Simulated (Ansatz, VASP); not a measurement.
# GaP: VASP beside Ansatz

Contents of INCAR:

```
PREC = Accurate ; ENCUT = 520
EDIFF = 1E-6 ; ISMEAR = 0
SIGMA = 0.05 ; LREAL = F
LASPH = T ; NELM = 100
ALGO = Normal ; ISIF = 2
LWAVE = F ; LCHARG = T
GGA = PE ; LELF = T
LVHAR = T ; NBANDS = 16
```

Contents of KPOINTS:

```
regular mesh
0
Gamma
  10 10 10
```

File POSCAR:

```
GaP
1.0
    0.0000000000      2.6096034741      2.8273060391
    2.8273060391      0.0000000000      2.8273060391
    2.8273060391      2.6096034741      0.0000000000
Ga P
1 1
Direct
    0.0000000000      0.0000000000      0.0000000000
    0.7500000000      0.7500000000      0.7500000000
```

Input for Ansatz:

```yaml
crystal:
  lattice:
    - [0.0, 2.6096034741, 2.8273060391]
    - [2.8273060391, 0.0, 2.8273060391]
    - [2.8273060391, 2.6096034741, 0.0]
  atoms:
    - { symbol: Ga, position: [0.0, 0.0, 0.0] }
    - { symbol: P, position: [0.75, 0.75, 0.75] }
basis:
  ecutwfc: 420
kpoints:
  mp_grid: { grid: [10, 10, 10] }
hamiltonian:
  xc: pbe
  pseudopotentials: { kind: paw, azcp: { folder: soft_1 } }
scf:
  occupations: { method: gaussian, width: 0.05 }
output:
  forces: true
  stress: true
  eigenvalues: true
```

Alike in both runs: task single point; functional PBE; k mesh 10 × 10 × 10; occupations gaussian, width 0.05 eV; no spin polarisation.

|  | VASP | Ansatz |
| --- | --- | --- |
| version | VASP 6.6.1 | Ansatz 0.2.0 |
| potentials or method | VASP PAW PBE potentials, release 64 (Ga_d, P), cutoff 520 eV | scalar-relativistic, plane waves, PAW |
| valence electrons in the cell | 18 | 18 |

VASP gave:

| Quantity | Value |
| --- | --- |
| gap on the k mesh at the Fermi level (eV) | 0.93 |
| least direct gap on the mesh (eV) | 1.28 |
| pressure (GPa) | -0.2 |
| traceless stress, the component that is largest in VASP (GPa) | 3.36 |

Question: What did Ansatz give for the same quantities?

Answer: gap on the k mesh at the Fermi level (eV): 0.93; least direct gap on the mesh (eV): 1.28; pressure (GPa): -0.1; traceless stress, the component that is largest in VASP (GPa): 3.35.

With one functional, cell and mesh, what is left measures potentials, basis and numerics.
